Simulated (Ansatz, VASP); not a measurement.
**Two plane-wave programs on C4F**

Contents of INCAR:

```
PREC     = Accurate       # precision mode
ENCUT    = 600            # plane-wave cutoff, eV
EDIFF    = 1E-6           # SCF threshold, eV
ISMEAR   = 0              # smearing method
SIGMA    = 0.1            # smearing width, eV
LREAL    = F              # projectors in reciprocal space
LASPH    = T              # aspherical terms in the spheres
NELM     = 80             # most SCF steps
ALGO     = Normal         # electronic algorithm
ISIF     = 3              # what is computed and relaxed
LWAVE    = F              # write WAVECAR
LCHARG   = F              # write CHGCAR
GGA      = PE             # functional
IVDW     = 12             # dispersion correction
IBRION   = 2              # ionic algorithm
NSW      = 90             # ionic steps
EDIFFG   = -0.04          # ionic threshold
```

The input KPOINTS:

```
regular mesh
0
Gamma
  6 6 6
```

The input POSCAR:

```
C4F
1.0
    3.7312473520      0.0000000000      0.0000000000
    0.0000000000      3.7312473520      0.0000000000
    0.0000000000      0.0000000000      3.7312473520
C F
4 1
Direct
    0.0000000000      0.0000000000      0.0000000000
    0.5000000000      0.5000000000      0.0000000000
    0.5000000000      0.0000000000      0.5000000000
    0.0000000000      0.5000000000      0.5000000000
    0.5000000000      0.5000000000      0.5000000000
```

Input for Ansatz:

```yaml
crystal:
  lattice:
    - [3.731247352, 0.0, 0.0]
    - [0.0, 3.731247352, 0.0]
    - [0.0, 0.0, 3.731247352]
  atoms:
    - { symbol: C, position: [0.0, 0.0, 0.0] }
    - { symbol: C, position: [0.5, 0.5, 0.0] }
    - { symbol: C, position: [0.5, 0.0, 0.5] }
    - { symbol: C, position: [0.0, 0.5, 0.5] }
    - { symbol: F, position: [0.5, 0.5, 0.5] }
basis:
  ecutwfc: 420
kpoints:
  mp_grid: { grid: [6, 6, 6] }
hamiltonian:
  xc: pbe
  dispersion: d3bj
scf:
  occupations: { method: gaussian, width: 0.1 }
  lower_state_search: "off"
output:
  forces: true
  stress: true
  eigenvalues: true
relax:
  adjacent_minimum: "off"
  f_tol: 0.04
  max_steps: 70
  cell: { stress_tol: 0.4 }
```

Change from the starting cell: species swapped into the Ni4N type (Pm-3m, No. 221).

Alike in both runs: task relaxation of cell and atoms; functional PBE; dispersion D3(BJ); k mesh 6 × 6 × 6; occupations gaussian, width 0.1 eV; no spin polarisation.

```csv
,VASP,Ansatz
version,VASP 6.6.1,Ansatz 0.2.0
potentials or method,"VASP PAW PBE potentials, release 64 (C, F), cutoff 600 eV","scalar-relativistic, plane waves, PAW"
valence electrons in the cell,23,23
```

|  | VASP | Ansatz | Ansatz less VASP |
| --- | --- | --- | --- |
| gap on the k mesh at the Fermi level, each at its own relaxed structure (eV) | none | none | - |
| relaxed volume (Å³/atom) | 10.39 | 10.39 | 0.000 |
| relaxed cell length with the largest relative difference (Å) | 3.731 | 3.731 | 0.0000 |

A gap of «none» marks a metal or a gap that the smearing closes. Ansatz's warnings: dispersion switch in reach, relaxed geometry near dispersion switch.

Noted on VASP's run: the relaxation stopped at its first step, so nothing moved.
